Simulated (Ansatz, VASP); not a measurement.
# One calculation of BaTe, two programs

```
Ba Te
1.0
     0.00000    3.41000    3.41000
     3.41000    0.00000    3.41000
     3.41000    3.41000    0.00000
Ba Te
1 1
Direct
  0.00000 0.00000 0.00000
  0.50000 0.50000 0.50000
```

Alike in both runs: task single point; functional PBE; k mesh 10 × 10 × 10; occupations gaussian, width 0.05 eV; no spin polarisation.

|  | VASP | Ansatz |
| --- | --- | --- |
| version | VASP 6.6.1 | Ansatz 0.2.0 |
| potentials or method | VASP PAW PBE potentials, release 64 (Ba_sv, Te), cutoff 500 eV | scalar-relativistic, plane waves, PAW |
| valence electrons in the cell | 16 | 26 |

Ansatz gave:

| Property | Result |
| --- | --- |
| gap on the k mesh at the Fermi level (eV) | 1.43 |
| pressure (GPa) | 3.8 |

**Question.** Estimate VASP's values.

**Answer.** gap on the k mesh at the Fermi level (eV): 1.33; pressure (GPa): 4.2.

With one functional, cell and mesh, what is left measures potentials, basis and numerics. VASP's potentials hold 16 valence electrons a cell and Ansatz's 26, so a difference there can come from the potentials and not from the codes.

Neither program's run includes spin-orbit coupling.
